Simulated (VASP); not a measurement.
Ti:

```xyz
1
Lattice="-1.5236 1.5236 1.5236 1.5236 -1.5236 1.5236 1.5236 1.5236 -1.5236" Properties=species:S:1:pos:R:3 pbc="T T T"
Ti    0.0000    0.0000    0.0000
```

This isn't the form of Ti at room conditions, which is hcp.

Base run:

- Program: VASP 6.6.1
- Functional: PBE
- Potentials or basis: VASP PAW PBE potentials, release 64 (Ti_sv)
- Cutoff: 520 eV
- k mesh: 22 × 22 × 22
- Occupations: gaussian, width 0.15 eV
- Spin: collinear spin
- Starting moments: [0.9] μB
- Fixed moment: 0.9 μB

Its results: pressure 32.3 GPa; site moments Ti +0.67 μB.

Problem. The run is repeated on the same cell with these changes: fixed moment from 0.9 μB to 0.5 μB; moments at the start from [0.9] to [0.5]. What comes out?

Solution. Pressure 29.7 GPa; site moments Ti +0.37 μB.

Caveats: the cell stands under pressure; the total moment is fixed, so each spin has its own Fermi level and the state may be an excited one.
